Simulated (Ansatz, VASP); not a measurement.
**One calculation of HfGe, two programs**

The input INCAR:

```
SYSTEM = HfGe
  PREC = Accurate
  ENCUT = 500
  EDIFF = 1E-6
  ISMEAR = -1
  SIGMA = 0.15
  LREAL = .FALSE.
  LASPH = .TRUE.
  NELM = 120
  ALGO = Normal
  ISIF = 2
  LWAVE = .FALSE.
  LCHARG = .FALSE.
  GGA = PS
  NBANDS = 19
  GGA_COMPAT = .FALSE.
```

Contents of KPOINTS:

```
Automatic mesh
0
G
  12 12 12
  0 0 0
```

Contents of POSCAR:

```
HfGe
1.0
    3.3234000000      0.0000000000      0.0000000000
    0.0000000000      3.3234000000      0.0000000000
    0.0000000000      0.0000000000      3.3234000000
Hf Ge
1 1
Direct
    0.0000000000      0.0000000000      0.0000000000
    0.5000000000      0.5000000000      0.5000000000
```

Input for Ansatz:

```yaml
crystal:
  lattice:
    - [3.3234, 0.0, 0.0]
    - [0.0, 3.3234, 0.0]
    - [0.0, 0.0, 3.3234]
  atoms:
    - { symbol: Hf, position: [0.0, 0.0, 0.0] }
    - { symbol: Ge, position: [0.5, 0.5, 0.5] }
basis:
  ecutwfc: 420
kpoints:
  mp_grid: { grid: [12, 12, 12] }
hamiltonian:
  xc: pbesol
scf:
  occupations: { method: fermi_dirac, width: 0.15 }
output:
  forces: true
  stress: true
  eigenvalues: true
```

Alike in both runs: task single point; functional PBEsol; k mesh 12 × 12 × 12; occupations fermi-dirac, width 0.15 eV; no spin polarisation.

```csv
,VASP,Ansatz
version,VASP 6.6.1,Ansatz 0.2.0
potentials or method,"VASP PAW PBE potentials, release 64 (Hf_pv, Ge_d), cutoff 500 eV","scalar-relativistic, plane waves, PAW"
valence electrons in the cell,24,40
```

```tsv
	VASP	Ansatz	Ansatz less VASP
gap on the k mesh at the Fermi level (eV)	none	none	-
pressure (GPa)	-1.8	-1.5	+0.32
```

VASP's potentials were made for PBE, not for PBEsol. A gap of «none» marks a metal or a gap that the smearing closes. VASP's potentials hold 24 valence electrons a cell and Ansatz's 40, so a difference there can come from the potentials and not from the codes.

Neither program's run includes spin-orbit coupling.
